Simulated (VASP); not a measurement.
# MgGa2S5 (P6/mmm) in VASP: a series of runs

The runs below take MgGa2S5 through single point, relaxation of cell and atoms, with PBE.

Everything below comes from runs of VASP 6.6.1. Logs are shortened: lines on timing, memory, paths and dates and some standing lists are left out, and cuts for length are marked.

### 1 The cell of the first run

It takes space group P6/mmm (No. 191, hexagonal). Conventional cell: a = 7.011 Å, b = 7.011 Å, c = 4.051 Å, α = 90.00°, β = 90.00°, γ = 120.00°. Mg (site symmetry 6/mmm) has 18 S at 4.05 Å and 2 Mg at 4.05 Å and 12 Ga at 4.53 Å within 5.3 Å. Within 2.7 Å of Ga (site symmetry -6m2) lie 5 S at 2.02 to 2.03 Å. S (site symmetry -6m2) has 2 Ga at 2.03 Å within 2.7 Å. S (site symmetry mmm) has 2 Ga at 2.02 Å within 2.7 Å.

The cell was built from a structure type or drawn by symmetry, and may not be a known phase.

### 2 Single point, PBE

INCAR

```
PREC     = Accurate       # precision mode
ENCUT    = 520            # plane-wave cutoff, eV
EDIFF    = 1E-6           # SCF threshold, eV
ISMEAR   = 0              # smearing method
SIGMA    = 0.1            # smearing width, eV
LREAL    = False          # projectors in reciprocal space
LASPH    = True           # aspherical terms in the spheres
NELM     = 60             # most SCF steps
ALGO     = Normal         # electronic algorithm
ISIF     = 2              # what is computed and relaxed
LWAVE    = False          # write WAVECAR
LCHARG   = True           # write CHGCAR
GGA      = PE             # functional
LELF     = True           # ELF
LVHAR    = True         
NBANDS   = 39             # bands
```

KPOINTS

```
Automatic mesh
0
Gamma
  3 3 4
```

POSCAR

```
MgGa2S5
1.0
    7.0113874900      0.0000000000      0.0000000000
   -3.5056937500      6.0720396800      0.0000000000
    0.0000000000      0.0000000000      4.0513395600
Mg Ga S
1 2 5
Direct
    0.0000000000      0.0000000000      0.0000000000
    0.3333333300      0.6666666700      0.5000000000
    0.6666666700      0.3333333300      0.5000000000
    0.3333333300      0.6666666700      0.0000000000
    0.0000000000      0.5000000000      0.5000000000
    0.5000000000      0.5000000000      0.5000000000
    0.5000000000      0.0000000000      0.5000000000
    0.6666666700      0.3333333300      0.0000000000
```

Potentials or basis: VASP PAW PBE potentials, release 64 (Mg, Ga_d, S).

Started as:

```console
> cat potpaw_PBE.64/Mg/POTCAR potpaw_PBE.64/Ga_d/POTCAR potpaw_PBE.64/S/POTCAR > POTCAR
> mpirun -np 1 vasp_std > vasp.out
```

OUTCAR:

```text
PREC = Accurate
   ENCUT = 520
   EDIFF = 1E-6
   ISMEAR = 0
   LREAL = False
   LASPH = True
   NELM = 60
   ISIF = 2
   GGA = PE

 ion  position               nearest neighbor table
   1  0.000  0.000  0.000-
   2  0.333  0.667  0.500-   5 2.02   7 2.02   6 2.02   4 2.03   4 2.03
   3  0.667  0.333  0.500-   5 2.02   7 2.02   6 2.02   8 2.03   8 2.03
   4  0.333  0.667  0.000-   2 2.03   2 2.03
   5  0.000  0.500  0.500-   2 2.02   3 2.02
   6  0.500  0.500  0.500-   2 2.02   3 2.02
   7  0.500  0.000  0.500-   2 2.02   3 2.02
   8  0.667  0.333  0.000-   3 2.03   3 2.03

  LATTYP: Found a hexagonal cell.
 ALAT       =     7.0113874900
 C/A-ratio  =     0.5778228012

  Lattice vectors:

 A1 = (   7.0113874900,   0.0000000000,   0.0000000000)
 A2 = (  -3.5056937500,   6.0720396800,   0.0000000000)
 A3 = (   0.0000000000,   0.0000000000,   4.0513395600)

Analysis of symmetry for initial positions (statically):
=====================================================================
 Subroutine PRICEL returns:
 Original cell was already a primitive cell.

 Routine SETGRP: Setting up the symmetry group for a
 hexagonal supercell.

 Subroutine GETGRP returns: Found 24 space group operations
 (whereof 24 operations were pure point group operations)
 out of a pool of 24 trial point group operations.

The static configuration has the point symmetry D_6h.

Analysis of symmetry for dynamics (positions and initial velocities):
=====================================================================
 Subroutine PRICEL returns:
 Original cell was already a primitive cell.

 Routine SETGRP: Setting up the symmetry group for a
 hexagonal supercell.

 Subroutine GETGRP returns: Found 24 space group operations
 (whereof 24 operations were pure point group operations)
 out of a pool of 24 trial point group operations.

The dynamic configuration has the point symmetry D_6h.

 Subroutine INISYM returns: Found 24 space group operations
 (whereof 24 operations are pure point group operations),
 and found     1 'primitive' translations

----------------------------------------------------------------------------------------

                                     Primitive cell

  volume of cell :     172.4794

[... 87 lines left out ...]
   NSW    =      0    number of steps for IOM
   IBRION =     -1    ionic relax: 0-MD 1-quasi-New 2-CG
   NFREE  =      0    steps in history (QN), initial steepest desc. (CG)
   ISIF   =      2    stress and relaxation
   ISYM   =      2    0-nonsym 1-usesym 2-fastsym
   POTIM  = 0.5000    time-step for ionic-motion
   TEBEG  =    0.0;   TEEND  =   0.0 temperature during run
   PSTRESS=    0.0 pullay stress
   NELECT =      58.0000    total number of electrons
   NUPDOWN=      -1.0000    fix difference up-down
   EMIN   =  10.00;   EMAX   =-10.00  energy-range for DOS
   EFERMI =   0.00;   METHOD = LEGACY
   ISMEAR =     0;   SIGMA  =   0.10  broadening in eV -4-tet -1-fermi 0-gaus
   EFERMI_NEDOS =   21; number of points for ismear=-14 and -15
   IALGO  =     38    algorithm
   IMIX   =      4    mixing-type and parameters
     AMIX     =   0.40;   BMIX     =  1.00
     AMIX_MAG =   1.60;   BMIX_MAG =  1.00
  volume/ion in A,a.u.               =      21.56       145.49
  Fermi-wavevector in a.u.,A,eV,Ry     =   1.138427  2.151315 17.633361  1.296015
  Thomas-Fermi vector in A             =   2.275131
   LORBIT       =      0    0 simple, 1 ext, 2 COOP (PROOUT), +10 PAW based schemes
   GGA     = PE    functional components
   LHFCALC =     F    Hartree Fock is set to
   AEXX    =    0.0000 exact exchange contribution
   IVDW    =     0    specifies the selected vdW correction
   LEPSILON=     F    determine dielectric tensor
   LRPA    =     F    only Hartree local field effects (RPA)
 non-spin polarized calculation
 Gauss-broadening in eV      SIGMA  =   0.10
  energy-cutoff  :      520.00
  volume of cell :      172.48
 maximum number of plane-waves:      4683
 NGX is ok and might be reduce to    54
   NGX = 27   NGY = 27   NGZ = 15

 number of electron      58.0000010 magnetization

 Free energy of the ion-electron system (eV)
  ---------------------------------------------------
  ext. energy  EPLUGINS =         0.00000000
  ---------------------------------------------------
  free energy    TOTEN  =       -17.40411390 eV

  energy without entropy =      -17.36164174  energy(sigma->0) =      -17.38287782

 E-fermi :   3.8728     XC(G=0):  -9.0371

 val. band max:        3.8080225348   @ k =   0.3333   0.3333   0.5000
 cond. band min:       3.8899355272   @ k =   0.3333  -0.0000   0.2500
 fundamental gap:      0.0819129924
 Fermi energy:         3.8728146419

 k-point     1 :       0.0000    0.0000    0.0000
  band No.  band energies     occupation
      1     -13.0923      2.00000
      2     -12.9742      2.00000
      3     -12.4078      2.00000
      4     -12.3926      2.00000
      5     -12.3926      2.00000
      6     -12.0013      2.00000
[... 367 lines left out ...]
     38       9.8220      0.00000
     39       9.9075      0.00000

------------------------ aborting loop because EDIFF is reached ----------------------------------------

  FORCE on cell =-STRESS in cart. coord.  units (eV):
  Direction    XX          YY          ZZ          XY          YZ          ZX
  --------------------------------------------------------------------------------------
  -------------------------------------------------------------------------------------
  Total       31.5762522     31.5762522     51.4483839     -0.0000000      0.0000000      0.0000000
  in kB      293.3147815    293.3147812    477.9088851     -0.0000002      0.0000000      0.0000000
  external PRESSURE =     354.8461493 kB  Pullay stress =       0.0000000 kB

 VOLUME and BASIS-vectors are now :
 -----------------------------------------------------------------------------
  energy-cutoff  :      520.00
  volume of cell :      172.48
      direct lattice vectors                 reciprocal lattice vectors
     7.011387490  0.000000000  0.000000000     0.142625123  0.082344653  0.000000000
    -3.505693750  6.072039680  0.000000000     0.000000000  0.164689306  0.000000000
     0.000000000  0.000000000  4.051339560     0.000000000  0.000000000  0.246831939

 POSITION                                       TOTAL-FORCE (eV/Angst)
 -----------------------------------------------------------------------------------
      0.00000      0.00000      0.00000         0.000000      0.000000      0.000000
     -0.00000      4.04803      2.02567         0.000000      0.000000      0.000000
      3.50569      2.02401      2.02567        -0.000000     -0.000000      0.000000
     -0.00000      4.04803      0.00000         0.000000     -0.000000      0.000000
     -1.75285      3.03602      2.02567         0.000000      0.000000      0.000000
      1.75285      3.03602      2.02567         0.000000      0.000000      0.000000
      3.50569      0.00000      2.02567         0.000000      0.000000      0.000000
      3.50569      2.02401      0.00000        -0.000000      0.000000      0.000000
 -----------------------------------------------------------------------------------
    total drift:                                0.000000      0.000000      0.000000

  FREE ENERGIE OF THE ION-ELECTRON SYSTEM (eV)
  ---------------------------------------------------
  free  energy   TOTEN  =       -17.4041138996 eV

  energy  without entropy=      -17.3616417403  energy(sigma->0) =      -17.38287782
```

Wall time 1.9 min (1 thread of Intel Xeon Platinum 8488C (Sapphire Rapids), shared host); peak memory 0.3 GiB.

What came out:

```
Free energy            : -17.4041 eV
Pressure               : 35.5 GPa
Band gap on the k mesh : zero (bands 29 and 30 overlap by 1.22 eV)
```

Stress tensor (GPa, compression positive):
```
29.33  0.00  0.00
 0.00 29.33  0.00
 0.00  0.00 47.79
```

Levels at points of the mesh, in eV from the Fermi level:
```tsv
k point	band 27	band 28	band 29	band 30	band 31	band 32	band 33	band 34
(0.00, 0.00, 0.00)	-1.65	-1.37	-0.41	-0.41	0.17	0.37	4.00	4.00
(0.00, 0.00, 0.50)	-1.23	0.69	0.81	1.03	1.03	1.47	3.57	3.57
```

Caveat: the k points lie up to 0.39 Å⁻¹ apart, too coarse for converged energies and pressures of a metal.

### 3 Single point, PBE

This run uses another cell than the first one, of 32.37 Å³/atom.

INCAR

```
ALGO = Normal
EDIFF = 1E-6
ENCUT = 520
GGA = PE
ISIF = 2
ISMEAR = 0
LASPH = True
LCHARG = False
LREAL = False
LWAVE = False
NBANDS = 39
NELM = 80
PREC = Accurate
SIGMA = 0.1
```

KPOINTS

```
k-points
0
Gamma
  3 3 4
```

POSCAR

```
MgGa2S5
1.0
    7.9263823525      0.0000000033      0.0000000000
   -3.9631911791      6.8644484758      0.0000000000
    0.0000000000      0.0000000000      4.7594623522
Mg Ga S
1 2 5
Direct
    0.0000000000      0.0000000000      0.0000000000
    0.3333333333      0.6666666667      0.5000000000
    0.6666666667      0.3333333333      0.5000000000
    0.3333333333      0.6666666667      0.0000000000
    0.0000000000      0.5000000000      0.5000000000
    0.5000000000      0.5000000000      0.5000000000
    0.5000000000      0.0000000000      0.5000000000
    0.6666666667      0.3333333333      0.0000000000
```

Potentials or basis: VASP PAW PBE potentials, release 64 (Mg, Ga_d, S).

Started as:

```console
> cat potpaw_PBE.64/Mg/POTCAR potpaw_PBE.64/Ga_d/POTCAR potpaw_PBE.64/S/POTCAR > POTCAR
> mpirun -np 1 vasp_std > vasp.out
```

Wall time 2.6 min (1 thread of Intel Xeon Platinum 8488C (Sapphire Rapids), shared host); peak memory 0.35 GiB.

It converged, with:

| Quantity | Value |
| --- | --- |
| Free energy | -24.3113 eV |
| Pressure | 0.0 GPa |
| Band gap on the k mesh | zero (bands 29 and 30 overlap by 0.51 eV) |

Levels at points of the mesh, in eV from the Fermi level:
```
           k point  band 27  band 28  band 29  band 30  band 31  band 32
(0.00, 0.00, 0.00)    -1.08    -0.60    -0.57    -0.24    -0.24     0.17
(0.00, 0.00, 0.50)    -0.52    -0.07     0.26     0.67     0.67     2.26
```

(Continued in part 2 of 2.)
